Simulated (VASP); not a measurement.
Ni:

```
Ni
1.0
     0.00000    1.76685    1.76685
     1.76685    0.00000    1.76685
     1.76685    1.76685    0.00000
Ni
1
Direct
  0.00000 0.00000 0.00000
```

Base run:

| Item | Value |
| --- | --- |
| Program | VASP 6.6.1 |
| Functional | PBE |
| Potentials or basis | VASP PAW PBE potentials, release 64 (Ni) |
| Cutoff | 520 eV |
| k mesh | 12 × 12 × 12 |
| Occupations | fermi-dirac, width 0.1 eV |
| Spin | collinear spin, ferromagnetic start |
| Starting moments | [0.97] μB |
| Fixed moment | 0.97 μB |

Its results: pressure 0.7 GPa; site moments Ni +0.96 μB.

Task: The run is repeated on the same cell with these changes: fixed moment from 0.97 μB to 1.94 μB; moments at the start from [0.97] to [1.94]. What comes out?

Result: Pressure 21.4 GPa; site moments Ni +1.82 μB.

Caveats: the total moment is fixed, so each spin has its own Fermi level.
